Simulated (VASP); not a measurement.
## GaN: single point with PBE

Crystal: GaN.

```xyz
2
Lattice="0.0000 2.2721 2.2721 2.2721 0.0000 2.2721 2.2721 2.2721 0.0000" Properties=species:S:1:pos:R:3 pbc="T T T"
Ga    0.0000    0.0000    0.0000
N     3.4082    3.4082    3.4082
```

| Property | Result |
| --- | --- |
| Program | VASP 6.6.1 |
| Task | single point |
| Functional | PBE |
| Potentials or basis | VASP PAW PBE potentials, release 64 (Ga_d, N) |
| Cutoff | 520 eV |
| k mesh | 8 × 8 × 8 |
| Occupations | methfessel-paxton, width 0.02 eV |
| Spin | no spin polarisation |

The pressure is 0.6 GPa and the band gap on the k mesh is 1.56 eV, direct.

Levels at points of the mesh, in eV from the valence-band top:
```tsv
k point	band 5	band 6	band 7	band 8	band 9	band 10	band 11	band 12	band 13	band 14
(0.00, 0.00, 0.00)	-13.13	-13.13	0.00	0.00	0.00	1.56	10.15	10.15	10.15	17.27
(0.50, 0.00, 0.00)	-13.09	-11.88	-6.88	-0.94	-0.94	4.47	8.60	10.24	10.24	15.43
(0.50, 0.50, 0.00)	-13.06	-11.45	-6.02	-2.62	-2.62	3.34	6.51	11.54	13.70	13.70
```

Wall time 8.6 s on 1 thread of Intel(R) Xeon(R) Platinum 8259CL CPU @ 2.50GHz (Skylake/Cascade Lake) (shared host), peak memory 0.14 GiB.

As with any semilocal functional, this PBE gap is likely too small.
